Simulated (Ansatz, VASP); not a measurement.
## Ge in VASP and in Ansatz

INCAR

```
SYSTEM = Ge
PREC = Accurate
ENCUT = 520
EDIFF = 1E-6
ISMEAR = -1
SIGMA = 0.05
LREAL = .False.
LASPH = .True.
NELM = 60
ALGO = Normal
ISIF = 2
LWAVE = .False.
LCHARG = .True.
LELF = .True.
LVHAR = .True.
NBANDS = 21
```

Contents of KPOINTS:

```
regular mesh
0
Gamma
  10 10 10
  0 0 0
```

The input POSCAR:

```
Ge
1.0
    0.0000000000      2.7710237968      2.7710237968
    2.7710237968      0.0000000000      2.7710237968
    2.7710237968      2.7710237968      0.0000000000
Ge
2
Direct
    0.5000000000      0.5000000000      0.5000000000
    0.7500000000      0.7500000000      0.7500000000
```

Input for Ansatz:

```yaml
crystal:
  lattice:
    - [0.0, 2.7710237968, 2.7710237968]
    - [2.7710237968, 0.0, 2.7710237968]
    - [2.7710237968, 2.7710237968, 0.0]
  atoms:
    - { symbol: Ge, position: [0.5, 0.5, 0.5] }
    - { symbol: Ge, position: [0.75, 0.75, 0.75] }
kpoints:
  mp_grid: { grid: [10, 10, 10] }
  band_path:
    path:
      - [0.0, 0.0, 0.0]
      - [0.5, 0.0, 0.5]
      - [0.625, 0.25, 0.625]
      - [0.375, 0.375, 0.75]
      - [0.0, 0.0, 0.0]
      - [0.5, 0.5, 0.5]
      - [0.5, 0.25, 0.75]
      - [0.5, 0.0, 0.5]
    npoints: 5
scf:
  occupations: { method: fermi_dirac, width: 0.05 }
hamiltonian:
  xc: lda
  pseudopotentials: { kind: all_electron, lapw: { basis_error: 0.00025 } }
output:
  forces: true
  stress: true
  eigenvalues: true
```

Change from the starting cell: volume scaled by 0.94.

Alike in both runs: task single point; functional LDA; k mesh 10 × 10 × 10; occupations fermi-dirac, width 0.05 eV; no spin polarisation.

```csv
,VASP,Ansatz
version,VASP 6.6.1,Ansatz 0.2.0
potentials or method,"VASP PAW LDA potentials, release 64 (Ge_d), cutoff 520 eV","all-electron LAPW, scalar-relativistic"
```

Ansatz gave:

* pressure (GPa): 3.4

Estimate VASP's values.

pressure (GPa): 3.7.

LDA's correlation is that of Perdew and Zunger in VASP and of Perdew and Wang (1992) in Ansatz. Ansatz ran all-electron here, and VASP with PAW potentials.
